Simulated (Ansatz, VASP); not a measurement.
**Two plane-wave programs on Ge**

```
Ge
1.0
     4.10061    0.00000    0.00000
    -2.05030    3.55123    0.00000
     0.00000    0.00000    3.30154
Ge
2
Direct
  0.66667 0.33333 0.14835
  0.33333 0.66667 0.85165
```

Alike in both runs: functional PBE; dispersion D3(BJ); k mesh 6 × 6 × 6; occupations gaussian, width 0.1 eV; no spin polarisation.

Ansatz relaxed the structure, and its values are those at the end. VASP's run is a single point on that final structure, the one shown.

|  | VASP | Ansatz |
| --- | --- | --- |
| version | VASP 6.6.1 | Ansatz 0.2.0 |
| potentials or method | VASP PAW PBE potentials, release 64 (Ge_d), cutoff 520 eV | scalar-relativistic, plane waves, PAW |
| valence electrons in the cell | 28 | 28 |

VASP gave:

* gap on the k mesh at the Fermi level (eV): none
* pressure (GPa): 0.2
* rms of the force components (eV/Å): 0.008

What did Ansatz give for the same quantities?

gap on the k mesh at the Fermi level (eV): none; pressure (GPa): 0.2; rms of the force components (eV/Å): 0.006.

A gap of «none» marks a metal or a gap that the smearing closes. Ansatz's warnings: dispersion switch in reach, relaxed geometry near dispersion switch.
